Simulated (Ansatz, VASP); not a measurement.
Sn3Mo2: VASP beside Ansatz

```
Sn Mo
1.0
     5.24624    0.00000    0.00000
     0.00000    5.24624    0.00000
     0.00000    0.00000    5.24624
Sn Mo
3 2
Direct
  0.00000 0.50000 0.50000
  0.50000 0.00000 0.50000
  0.50000 0.50000 0.00000
  0.00000 0.00000 0.00000
  0.50000 0.50000 0.50000
```

Alike in both runs: functional PBE; k mesh 8 × 8 × 8; occupations gaussian, width 0.1 eV; collinear spin.

Ansatz relaxed the structure, and its values are those at the end. VASP's run is a single point on that final structure, the one shown.

```csv
,VASP,Ansatz
version,VASP 6.6.1,Ansatz 0.2.0
potentials or method,"VASP PAW PBE potentials, release 64 (Sn_d, Mo_sv), cutoff 520 eV","scalar-relativistic, plane waves, PAW"
valence electrons in the cell,70,70
```

|  | VASP | Ansatz | Ansatz less VASP |
| --- | --- | --- | --- |
| gap on the k mesh at the Fermi level (eV) | none | none | - |
| pressure (GPa) | 0.0 | 0.0 | -0.02 |
| net moment per atom (μB) | 1.11 | 1.11 | +0.001 |
| size of the moment on the site where the two differ most (μB) | 3.81 | 4.30 | +0.495 |

Site moments also hang on the region over which each program counts them. A gap of «none» marks a metal or a gap that the smearing closes.
